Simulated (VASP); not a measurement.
Crystal: SrVO3.

```
Sr V O
1.0
     3.84090    0.00000    0.00000
     0.00000    3.84090    0.00000
     0.00000    0.00000    3.84090
Sr V O
1 1 3
Direct
  0.50000 0.50000 0.50000
  0.00000 0.00000 0.00000
  0.00000 0.00000 0.50000
  0.00000 0.50000 0.00000
  0.50000 0.00000 0.00000
```

- Program: VASP 6.6.1
- Task: relaxation of cell and atoms
- Functional: PBEsol
- Potentials or basis: VASP PAW PBE potentials, release 64 (Sr_sv, V_sv, O)
- Cutoff: 600 eV
- k mesh: 7 × 7 × 7
- Occupations: fermi-dirac, width 0.05 eV
- Spin: collinear spin, ferromagnetic start
- Starting moments: [0.0, 2.0, 0.0, 0.0, 0.0] μB

At the start: pressure -4.1 GPa; volume 11.33 Å³/atom.

Task: How do energy, volume and symmetry change on relaxing?

Result: Over 3 steps the energy falls by 3.2 meV/atom and the volume is 11.09 Å³/atom (-2.1 %); space group Pm-3m (No. 221, to 0.1 Å) before and after; moment 0.00 μB per cell.

Step by step:
```
step  energy change (eV)  largest force (eV/Å)  pressure (GPa)  volume (Å³)
   1              0.0000                0.0000           -4.10        56.66
   2             -0.0008                0.0000            4.33        54.32
   3             -0.0158                0.0000           -0.01        55.45
```

Final structure:
```xyz
5
Lattice="3.8134 0.0000 0.0000 0.0000 3.8134 0.0000 0.0000 0.0000 3.8134" Properties=species:S:1:pos:R:3 pbc="T T T"
Sr    1.9067    1.9067    1.9067
V     0.0000    0.0000    0.0000
O     0.0000    0.0000    1.9067
O     0.0000    1.9067    0.0000
O     1.9067    0.0000    0.0000
```

Caveat: the PAW data sets were made with another functional, which shifts forces and pressure a little.
